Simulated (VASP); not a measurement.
A run of VASP 6.6.1 is set up as follows.

The input INCAR:

```
SYSTEM = BAs
PREC     = Accurate       ! precision mode
ENCUT    = 500            ! plane-wave cutoff, eV
EDIFF    = 1E-6           ! SCF threshold, eV
ISMEAR   = 0              ! smearing method
SIGMA    = 0.05           ! smearing width, eV
LREAL    = .FALSE.        ! projectors in reciprocal space
LASPH    = .TRUE.         ! aspherical terms in the spheres
NELM     = 120            ! most SCF steps
ALGO     = Normal         ! electronic algorithm
ISIF     = 2              ! what is computed and relaxed
LWAVE    = .FALSE.        ! write WAVECAR
LCHARG   = .FALSE.        ! write CHGCAR
GGA      = PE             ! functional
IVDW     = 12             ! dispersion correction
NBANDS   = 11             ! bands
GGA_COMPAT= .FALSE.
```

File KPOINTS:

```
Automatic mesh
0
G
  8 8 8
  0 0 0
```

The input POSCAR:

```
BAs
1.0
    0.0000000000      2.3529136680      2.3529136680
    2.3529136680      0.0000000000      2.3529136680
    2.3529136680      2.3529136680      0.0000000000
B As
1 1
Direct
    0.0000000000      0.0000000000      0.0000000000
    0.7500000000      0.7500000000      0.7500000000
```

Potentials or basis: VASP PAW PBE potentials, release 64 (B, As).

Command:

```bash
$ cat potpaw_PBE.64/B/POTCAR potpaw_PBE.64/As/POTCAR > POTCAR
$ mpirun -np 1 vasp_std > vasp.out
```

(1) Estimate the dispersion energy per atom.

(2) What does it give for the band gap on the k mesh?

(3) Estimate the pressure.

Answers

(1) -0.345 eV.

(2) 1.14 eV, indirect (least direct gap 3.33 eV).

(3) 6.4 GPa.

Caveat: three body term missing.
